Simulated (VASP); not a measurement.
Runs of VASP 6.6.1 on Zr. The structure is that of space group P6_3/mmc (No. 194), or close to it. The cells are those of the table. 

| task | cell | k mesh | cutoff (eV) | gap on the mesh (eV) | pressure (GPa) |
| --- | --- | --- | --- | --- | --- |
| single point | a = 3.260, b = 3.260, c = 5.210 Å, angles 90.0, 90.0, 120.0°, 2 atoms | 18 × 18 × 10 | 520 | none | 0.0 |
| single point | a = 3.216, b = 3.216, c = 5.139 Å, angles 90.0, 90.0, 120.0°, 2 atoms | 18 × 18 × 10 | 520 | none | 3.9 |
| single point | a = 3.171, b = 3.171, c = 5.067 Å, angles 90.0, 90.0, 120.0°, 2 atoms | 18 × 18 × 10 | 520 | none | 8.5 |
| relaxation of cell and atoms | relaxed from a = 3.232, b = 3.232, c = 5.147 Å, angles 90.0, 90.0, 120.0°, 2 atoms | 11 × 11 × 6 | 600 | none | 0.0 |
| single point | a = 3.124, b = 3.124, c = 4.992 Å, angles 90.0, 90.0, 120.0°, 2 atoms | 18 × 18 × 10 | 520 | none | (a) |

Alike in all rows: level RPBE; potentials or basis VASP PAW PBE potentials, release 64 (Zr_sv); no spin polarisation; smearing fermi-dirac 0.1 eV.

Task: Estimate the missing entries.

Result: (a) 14.0.

Caveats: the PAW data sets were made with another functional, which shifts forces and pressure a little.

A k mesh can miss the band edges, and the runs leave out spin-orbit coupling on Zr.

A gap of «none» marks levels without a gap at the run's occupations.
